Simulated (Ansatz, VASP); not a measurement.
One calculation of AlN, two programs

```xyz
4
Lattice="3.0887 0.0000 0.0000 -1.5444 2.6749 0.0000 0.0000 0.0000 4.9438" Properties=species:S:1:pos:R:3 pbc="T T T"
Al   -0.0344    1.8521    0.0075
Al    1.5788    0.8228    2.4794
N     0.0307    1.7219    1.8958
N     1.5137    0.9530    4.3677
```

Change from the starting cell: mode 4 frozen in at -0.034 Å and mode 5 at +0.069 Å (largest displacements).

Alike in both runs: task single point; functional LDA; k mesh 9 × 9 × 6; occupations gaussian, width 0.05 eV; no spin polarisation.

```csv
,VASP,Ansatz
version,VASP 6.6.1,Ansatz 0.2.0
potentials or method,"VASP PAW LDA potentials, release 64 (Al, N), cutoff 520 eV","scalar-relativistic, plane waves, PAW"
valence electrons in the cell,16,16
```

|  | VASP | Ansatz | Ansatz less VASP |
| --- | --- | --- | --- |
| gap on the k mesh at the Fermi level (eV) | 4.35 | 4.35 | -0.005 |
| least direct gap on the mesh (eV) | 4.35 | 4.35 | -0.005 |
| pressure (GPa) | 0.4 | -0.2 | -0.62 |
| traceless stress, the component that is largest in VASP (GPa) | -0.47 | -0.50 | -0.033 |
| rms of the force components (eV/Å) | 0.200 | 0.200 | +0.0001 |

LDA's correlation is that of Perdew and Zunger in VASP and of Perdew and Wang (1992) in Ansatz. Atom by atom the forces differ by 0.002 eV/Å (rms over components).
